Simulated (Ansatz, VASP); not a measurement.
# MgCd3Se4 in VASP and in Ansatz

```
Mg Cd Se
1.0
     4.35398    0.00000    0.00000
     0.00000    4.35398    0.00000
     0.00000    0.00000   12.23775
Mg Cd Se
1 3 4
Direct
  0.50000 0.50000 0.50000
  0.00000 0.00000 0.74486
  0.50000 0.50000 0.00000
  0.00000 0.00000 0.25514
  0.50000 0.00000 0.12753
  0.00000 0.50000 0.38319
  0.50000 0.00000 0.61681
  0.00000 0.50000 0.87247
```

Alike in both runs: task relaxation of cell and atoms; functional PBE; k mesh 6 × 6 × 4; no spin polarisation.

|  | VASP | Ansatz |
| --- | --- | --- |
| version | VASP 6.6.1 | Ansatz 0.2.0 |
| potentials or method | VASP PAW PBE potentials, release 64 (Mg, Cd, Se), cutoff 600 eV | scalar-relativistic, plane waves, PAW |
| occupations | gaussian, width 0.01 eV | fixed |
| valence electrons in the cell | 62 | 134 |

|  | VASP | Ansatz | Ansatz less VASP |
| --- | --- | --- | --- |
| gap on the k mesh at the Fermi level, each at its own relaxed structure (eV) | 0.91 | 0.92 | +0.010 |
| relaxed volume (Å³/atom) | 29.09 | 29.01 | -0.089 |
| relaxed length of the cell vector where the two differ most in proportion (Å) | 12.260 | 12.243 | -0.0169 |

VASP's potentials hold 62 valence electrons a cell and Ansatz's 134, so a difference there can come from the potentials and not from the codes.
